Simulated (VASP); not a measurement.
Input of a VASP 6.6.1 run:

File INCAR:

```
SYSTEM = RbLa2Cl2
PREC     = Accurate       ! precision mode
ENCUT    = 600            ! plane-wave cutoff, eV
EDIFF    = 1E-6           ! SCF threshold, eV
ISMEAR   = 0              ! smearing method
SIGMA    = 0.1            ! smearing width, eV
LREAL    = .FALSE.        ! projectors in reciprocal space
LASPH    = .TRUE.         ! aspherical terms in the spheres
NELM     = 100            ! most SCF steps
ALGO     = Normal         ! electronic algorithm
ISIF     = 3              ! what is computed and relaxed
LWAVE    = .FALSE.        ! write WAVECAR
LCHARG   = .FALSE.        ! write CHGCAR
GGA      = PE             ! functional
IBRION   = 2              ! ionic algorithm
NSW      = 100            ! ionic steps
EDIFFG   = -0.01          ! ionic threshold
```

KPOINTS

```
Automatic mesh
0
G
  6 6 8
  0 0 0
```

Contents of POSCAR:

```
RbLa2Cl2
1.0
    7.0520258069      0.0000000000      0.0000000000
   -3.5260129035      6.1072334969      0.0000000000
    0.0000000000      0.0000000000      5.5753789801
Rb La Cl
1 2 2
Direct
    0.0000000000      0.0000000000      0.5000000000
    0.3333333333      0.6666666667      0.5000000000
    0.6666666667      0.3333333333      0.5000000000
    0.3333333333      0.6666666667      0.0000000000
    0.6666666667      0.3333333333      0.0000000000
```

Potentials or basis: VASP PAW PBE potentials, release 64 (Rb_sv, La, Cl).

The run is started by

```bash
$ cat potpaw_PBE.64/Rb_sv/POTCAR potpaw_PBE.64/La/POTCAR potpaw_PBE.64/Cl/POTCAR > POTCAR
$ mpirun -np 1 vasp_std > vasp.out
```

**Question.** Estimate the relaxed volume.

**Answer.** 48.91 Å³/atom.

**Question.** Estimate the relaxed cell.

**Answer.** a = 7.120 Å, b = 7.120 Å, c = 5.570 Å, α = 90.00°, β = 90.00°, γ = 120.00°.

**Question.** Predict the band gap on the k mesh.

**Answer.** Zero (an odd number of electrons rules out a gap without spin polarisation).

**Question.** What does it give for the space group after relaxing (to 0.1 Å)?

**Answer.** P6/mmm (No. 191).

Final structure:
```
CELL_PARAMETERS angstrom
7.12046 0.00000 0.00000
-3.56023 6.16650 0.00000
0.00000 0.00000 5.56997
ATOMIC_POSITIONS crystal
Rb 0.00000 0.00000 0.50000
La 0.33333 0.66667 0.50000
La 0.66667 0.33333 0.50000
Cl 0.33333 0.66667 0.00000
Cl 0.66667 0.33333 0.00000
```

Caveat: spin-orbit coupling is left out, which moves the levels of the heavy elements; an odd number of electrons without spin polarisation forces a metal; a magnetic or distorted state may lie lower.
